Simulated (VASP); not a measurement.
The system is NaSrBr3.

```
Na Sr Br
1.0
     5.92768    0.00000    0.00000
     0.00000    5.92768    0.00000
     0.00000    0.00000    5.92768
Na Sr Br
1 1 3
Direct
  0.00000 0.00000 0.00000
  0.50000 0.50000 0.50000
  0.50000 0.50000 0.00000
  0.50000 0.00000 0.50000
  0.00000 0.50000 0.50000
```

Base run:

* Program: VASP 6.6.1
* Functional: r2SCAN
* Potentials or basis: VASP PAW PBE potentials, release 64 (Na_pv, Sr_sv, Br)
* Cutoff: 520 eV
* k mesh: 4 × 4 × 4
* Occupations: gaussian, width 0.01 eV
* Spin: no spin polarisation

Its results: band gap on the k mesh 3.71 eV (least direct gap 3.97 eV); pressure 0.1 GPa.

Problem. The run is repeated on the same cell with these changes: functional from r2SCAN to PBE; occupations from gaussian, width 0.01 eV to fermi-dirac, width 0.02 eV. What comes out?

Solution. Band gap on the k mesh 2.97 eV (least direct gap 3.23 eV); pressure 0.4 GPa.

Caveats: the PAW data sets were made with another functional, which shifts forces and pressure a little (at least some runs).

A k mesh can miss the band edges.
